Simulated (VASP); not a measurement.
Set up this calculation in VASP 6.6.1, as the native input.

```
Task                   : single point
Functional             : LDA
Potentials or basis    : VASP PAW LDA potentials, release 64 (Ba_sv)
Cutoff                 : 520 eV
k mesh                 : 4 × 4 × 4
Occupations            : fermi-dirac, width 0.1 eV
Spin                   : no spin polarisation
Dipole correction      : no
Further INCAR settings : ALGO = Normal; EDIFF = 1e-06; NBANDS = 11
```

The structure of Ba lies in POSCAR:

```
Ba
1.0
    3.9996500000      0.0000000000      0.0000000000
    0.0000000000      3.9996500000      0.0000000000
    0.0000000000      0.0000000000      3.6055390000
Ba
1
Direct
    0.5000000000      0.5000000000      0.5000000000
```

The input as run:

INCAR

```
SYSTEM = Ba
PREC     = Accurate       ! precision mode
ENCUT    = 520            ! plane-wave cutoff, eV
EDIFF    = 1E-6           ! SCF threshold, eV
ISMEAR   = -1             ! smearing method
SIGMA    = 0.1            ! smearing width, eV
LREAL    = .FALSE.        ! projectors in reciprocal space
LASPH    = .TRUE.         ! aspherical terms in the spheres
NELM     = 60             ! most SCF steps
ALGO     = Normal         ! electronic algorithm
ISIF     = 2              ! what is computed and relaxed
LWAVE    = .FALSE.        ! write WAVECAR
LCHARG   = .FALSE.        ! write CHGCAR
GGA      = CA             ! functional
NBANDS   = 11             ! bands
```

KPOINTS

```
regular mesh
0
G
  4 4 4
  0 0 0
```

Potentials or basis: VASP PAW LDA potentials, release 64 (Ba_sv).

The run is started by

```sh
$ cat potpaw_LDA.64/Ba_sv/POTCAR > POTCAR
$ mpirun -np 1 vasp_std > vasp.out
```

Results of the run:

The pressure is -0.8 GPa and the band gap on the k mesh is zero (band 5 reaches 1.51 eV, above the bottom of band 6 at 1.30 eV).

Caveat: the k points lie up to 0.44 Å⁻¹ apart; spin-orbit coupling is left out, which moves the levels of the heavy elements.

It took 12 s on 1 thread of AMD EPYC 7R13 (shared host), peak memory 0.12 GiB.
